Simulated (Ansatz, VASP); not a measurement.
Mg3Te2O: VASP beside Ansatz

```
CELL_PARAMETERS angstrom
7.17569 0.00000 0.00000
-3.58785 6.21433 0.00000
0.00000 0.00000 3.96563
ATOMIC_POSITIONS crystal
Mg 0.50000 0.00000 0.50000
Mg 0.50000 0.50000 0.50000
Mg 0.00000 0.50000 0.50000
Te 0.33333 0.66667 0.00000
Te 0.66667 0.33333 0.00000
O 0.00000 0.00000 0.00000
```

Change from the starting cell: species swapped into the SmAl3Pd2 type (P6/mmm, No. 191).

Alike in both runs: functional PBE; k mesh 6 × 6 × 10; occupations gaussian, width 0.1 eV; no spin polarisation.

Ansatz relaxed the structure, and its values are those at the end. VASP's run is a single point on that final structure, the one shown.

|  | VASP | Ansatz |
| --- | --- | --- |
| version | VASP 6.6.1 | Ansatz 0.2.0 |
| potentials or method | VASP PAW PBE potentials, release 64 (Mg, Te, O), cutoff 520 eV | scalar-relativistic, plane waves, PAW |
| valence electrons in the cell | 24 | 68 |

|  | VASP | Ansatz | Ansatz less VASP |
| --- | --- | --- | --- |
| gap on the k mesh at the Fermi level (eV) | none | none | - |
| pressure (GPa) | 0.0 | 0.0 | +0.03 |

A gap of «none» marks a metal or a gap that the smearing closes. VASP's potentials hold 24 valence electrons a cell and Ansatz's 68, so a difference there can come from the potentials and not from the codes.

Spin-orbit coupling is off throughout.
